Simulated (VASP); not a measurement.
# YAu (Pm-3m) in VASP: further runs, part 2 of 2

VASP 6.6.1. Earlier steps stand in the parts before.

### Step 3. Single point, LDA

This run uses another cell than the first one, of 20.85 Å³/atom, 1.028 times its volume.

The input, INCAR:

```
SYSTEM = YAu
PREC     = Accurate       ! precision mode
ENCUT    = 500            ! plane-wave cutoff, eV
EDIFF    = 1E-6           ! SCF threshold, eV
ISMEAR   = 1              ! smearing method
SIGMA    = 0.1            ! smearing width, eV
LREAL    = .FALSE.        ! projectors in reciprocal space
LASPH    = .TRUE.         ! aspherical terms in the spheres
NELM     = 120            ! most SCF steps
ALGO     = Normal         ! electronic algorithm
ISIF     = 2              ! what is computed and relaxed
LWAVE    = .FALSE.        ! write WAVECAR
LCHARG   = .FALSE.        ! write CHGCAR
GGA      = CA             ! functional
NBANDS   = 18             ! bands
GGA_COMPAT= .FALSE.
```

The input, KPOINTS:

```
regular mesh
0
G
  7 7 7
  0 0 0
```

The input, POSCAR:

```
YAu
1.0
    3.4677030379      0.0000000000      0.0000000000
    0.0000000000      3.4677030379      0.0000000000
    0.0000000000      0.0000000000      3.4677030379
Y Au
1 1
Direct
    0.5000000000      0.5000000000      0.5000000000
    0.0000000000      0.0000000000      0.0000000000
```

Potentials or basis: VASP PAW LDA potentials, release 64 (Y_sv, Au).

On the command line:

```sh
$ cat potpaw_LDA.64/Y_sv/POTCAR potpaw_LDA.64/Au/POTCAR > POTCAR
$ mpirun -np 1 vasp_std > vasp.out
```

OUTCAR:

```text
SYSTEM = YAu
   PREC = Accurate
   ENCUT = 500
   EDIFF = 1E-6
   ISMEAR = 1
   LREAL = .FALSE.
   LASPH = .TRUE.
   NELM = 120
   ISIF = 2
   GGA = CA

 ion  position               nearest neighbor table
   1  0.500  0.500  0.500-   2 3.00   2 3.00   2 3.00   2 3.00   2 3.00   2 3.00   2 3.00   2 3.00

   2  0.000  0.000  0.000-   1 3.00   1 3.00   1 3.00   1 3.00   1 3.00   1 3.00   1 3.00   1 3.00

  LATTYP: Found a simple cubic cell.
 ALAT       =     3.4677030379

  Lattice vectors:

 A1 = (   3.4677030379,   0.0000000000,   0.0000000000)
 A2 = (   0.0000000000,   3.4677030379,   0.0000000000)
 A3 = (   0.0000000000,   0.0000000000,   3.4677030379)

Analysis of symmetry for initial positions (statically):
=====================================================================
 Subroutine PRICEL returns:
 Original cell was already a primitive cell.

 Routine SETGRP: Setting up the symmetry group for a
 simple cubic supercell.

 Subroutine GETGRP returns: Found 48 space group operations
 (whereof 48 operations were pure point group operations)
 out of a pool of 48 trial point group operations.

The static configuration has the point symmetry O_h .

Analysis of symmetry for dynamics (positions and initial velocities):
=====================================================================
 Subroutine PRICEL returns:
 Original cell was already a primitive cell.

 Routine SETGRP: Setting up the symmetry group for a
 simple cubic supercell.

 Subroutine GETGRP returns: Found 48 space group operations
 (whereof 48 operations were pure point group operations)
 out of a pool of 48 trial point group operations.

The dynamic configuration has the point symmetry O_h .

 Subroutine INISYM returns: Found 48 space group operations
 (whereof 48 operations are pure point group operations),
 and found     1 'primitive' translations

----------------------------------------------------------------------------------------
[... 105 lines left out ...]
   IALGO  =     38    algorithm
   IMIX   =      4    mixing-type and parameters
     AMIX     =   0.40;   BMIX     =  1.00
     AMIX_MAG =   1.60;   BMIX_MAG =  1.00
  volume/ion in A,a.u.               =      20.85       140.70
  Fermi-wavevector in a.u.,A,eV,Ry     =   1.322840  2.499804 23.808894  1.749904
  Thomas-Fermi vector in A             =   2.452491
   LORBIT       =      0    0 simple, 1 ext, 2 COOP (PROOUT), +10 PAW based schemes
   GGA     = CA    functional components
   LHFCALC =     F    Hartree Fock is set to
   AEXX    =    0.0000 exact exchange contribution
   IVDW    =     0    specifies the selected vdW correction
   LEPSILON=     F    determine dielectric tensor
   LRPA    =     F    only Hartree local field effects (RPA)
 non-spin polarized calculation
 Methfessel and Paxton  Order N= 1 SIGMA  =   0.10
  energy-cutoff  :      500.00
  volume of cell :       41.70
 maximum number of plane-waves:      1069
 NGX is ok and might be reduce to    28
   NGX = 13   NGY = 13   NGZ = 13

 number of electron      21.9999998 magnetization

 Free energy of the ion-electron system (eV)
  ---------------------------------------------------
  ext. energy  EPLUGINS =         0.00000000
  ---------------------------------------------------
  free energy    TOTEN  =       -13.09279059 eV

  energy without entropy =      -13.09490785  energy(sigma->0) =      -13.09349634

 E-fermi :   6.9367     XC(G=0): -11.7190

 val. band max:        6.9153071744   @ k =   0.4286   0.4286   0.0000
 cond. band min:       7.0184337153   @ k =   0.2857   0.1429   0.1429
 fundamental gap:      0.1031265409
 Fermi energy:         6.9366737107

 k-point     1 :       0.0000    0.0000    0.0000
  band No.  band energies     occupation
      1     -35.6162      2.00000
      2     -15.5803      2.00000
      3     -15.5803      2.00000
      4     -15.5803      2.00000
      5      -1.0476      2.00000
      6       0.7814      2.00000
[... 397 lines left out ...]
      5       1.5117      2.00000
      6       1.6406      2.00000
[... 10 lines left out ...]
     17      15.3151      0.00000
     18      15.3151      0.00000

------------------------ aborting loop because EDIFF is reached ----------------------------------------

  FORCE on cell =-STRESS in cart. coord.  units (eV):
  Direction    XX          YY          ZZ          XY          YZ          ZX
  --------------------------------------------------------------------------------------
  -------------------------------------------------------------------------------------
  Total        1.2240918      1.2240918      1.2240918      0.0000000     -0.0000000      0.0000000
  in kB       47.0325892     47.0325892     47.0325892      0.0000000     -0.0000000      0.0000000
  external PRESSURE =      47.0325892 kB  Pullay stress =       0.0000000 kB

 VOLUME and BASIS-vectors are now :
 -----------------------------------------------------------------------------
  energy-cutoff  :      500.00
  volume of cell :       41.70
      direct lattice vectors                 reciprocal lattice vectors
     3.467703038  0.000000000  0.000000000     0.288375328  0.000000000  0.000000000
     0.000000000  3.467703038  0.000000000     0.000000000  0.288375328  0.000000000
     0.000000000  0.000000000  3.467703038     0.000000000  0.000000000  0.288375328

 POSITION                                       TOTAL-FORCE (eV/Angst)
 -----------------------------------------------------------------------------------
      1.73385      1.73385      1.73385         0.000000      0.000000      0.000000
      0.00000      0.00000      0.00000         0.000000      0.000000      0.000000
 -----------------------------------------------------------------------------------
    total drift:                               -0.000000      0.000000      0.000000

  FREE ENERGIE OF THE ION-ELECTRON SYSTEM (eV)
  ---------------------------------------------------
  free  energy   TOTEN  =       -13.0927905852 eV

  energy  without entropy=      -13.0949078519  energy(sigma->0) =      -13.09349634
```

stdout:

```text
POSCAR found type information on POSCAR Y Au
 POSCAR found :  2 types and       2 ions
 scaLAPACK will be used
 LDA part: xc-table for (Slater(with rela. corr.)+CA(PZ))
 , standard interpolation
 POSCAR, INCAR and KPOINTS ok, starting setup
 FFT: planning ... GRIDC
 FFT: planning ... GRID_SOFT
 FFT: planning ... GRID
 WAVECAR not read
 entering main loop
```

It took 30 s on 1 thread of Intel Xeon 8259CL, shared host; peak memory 0.16 GiB.

What came out:

- Free energy: -13.0928 eV
- Pressure: 4.7 GPa
- Band gap on the k mesh: zero (band 11 reaches 7.88 eV, above the bottom of band 12 at 5.31 eV)

Caveat: spin-orbit coupling is left out, which moves the levels of the heavy elements.

### Step 4. Single point, LDA

This run uses another cell than the first one, of 21.41 Å³/atom, 1.056 times its volume.

The input, INCAR:

```
SYSTEM = YAu
ALGO     = Normal         ! electronic algorithm
EDIFF    = 1E-6           ! SCF threshold, eV
ENCUT    = 500            ! plane-wave cutoff, eV
GGA      = CA             ! functional
GGA_COMPAT= .False.      
ISIF     = 2              ! what is computed and relaxed
ISMEAR   = 1              ! smearing method
LASPH    = .True.         ! aspherical terms in the spheres
LCHARG   = .False.        ! write CHGCAR
LREAL    = .False.        ! projectors in reciprocal space
LWAVE    = .False.        ! write WAVECAR
NBANDS   = 18             ! bands
NELM     = 120            ! most SCF steps
PREC     = Accurate       ! precision mode
SIGMA    = 0.1            ! smearing width, eV
```

The input, KPOINTS:

```
k-points
0
Gamma
  7 7 7
  0 0 0
```

The input, POSCAR:

```
YAu
1.0
    3.4986663105      0.0000000000      0.0000000000
    0.0000000000      3.4986663105      0.0000000000
    0.0000000000      0.0000000000      3.4986663105
Y Au
1 1
Direct
    0.5000000000      0.5000000000      0.5000000000
    0.0000000000      0.0000000000      0.0000000000
```

On the command line:

```sh
$ cat potpaw_LDA.64/Y_sv/POTCAR potpaw_LDA.64/Au/POTCAR > POTCAR
$ mpirun -np 1 vasp_std > vasp.out
```

It took 27 s on 1 thread of Intel Xeon 8259CL, shared host; peak memory 0.16 GiB.

It converged, with:

- Free energy: -13.1148 eV
- Pressure: 1.5 GPa
- Band gap on the k mesh: zero (band 11 reaches 7.59 eV, above the bottom of band 12 at 5.10 eV)

Levels at points of the mesh, in eV from the Fermi level:
```csv
k point,band 7,band 8,band 9,band 10,band 11,band 12,band 13,band 14,band 15,band 16
"(0.00, 0.00, 0.00)",-5.97,-4.61,-4.61,-4.61,0.94,0.94,4.75,4.75,4.75,5.96
```

Caveat: spin-orbit coupling is left out, which moves the levels of the heavy elements.

### Step 5. The runs side by side

```tsv
cell	gap on the mesh (eV)	pressure (GPa)
a = 3.436 Å, 2 atoms	none	8.5
a = 3.468 Å, 2 atoms	none	4.7
a = 3.499 Å, 2 atoms	none	1.5
```

Alike in all rows: task single point; level LDA; potentials or basis VASP PAW LDA potentials, release 64 (Y_sv, Au); no spin polarisation; k mesh 7 × 7 × 7; cutoff (eV) 500; smearing methfessel-paxton 0.1 eV.

Caveats: spin-orbit coupling is left out, which moves the levels of the heavy elements.

Absolute energies hang on the potentials; compare differences alone.
